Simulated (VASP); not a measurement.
The system is Au.

```
CELL_PARAMETERS angstrom
0.00000 2.04124 2.04124
2.04124 0.00000 2.04124
2.04124 2.04124 0.00000
ATOMIC_POSITIONS crystal
Au 0.00000 0.00000 0.00000
```

Base run:

```yaml
Program: VASP 6.6.1
Functional: r2SCAN
Potentials_or_basis: VASP PAW PBE potentials, release 64 (Au)
Cutoff: 520 eV
k_mesh: 13 × 13 × 13
Occupations: fermi-dirac, width 0.05 eV
Spin: no spin polarisation
```

Its results: pressure 5.2 GPa.

Question: The run is repeated on the same cell with these changes: functional from r2SCAN to LDA; potentials or basis from VASP PAW PBE potentials, release 64 (Au) to VASP PAW LDA potentials, release 64 (Au); cutoff from 520 eV to 500 eV. What comes out?

Answer: Pressure -4.5 GPa.

Caveats: the PAW data sets were made with another functional, which shifts forces and pressure a little (some runs).
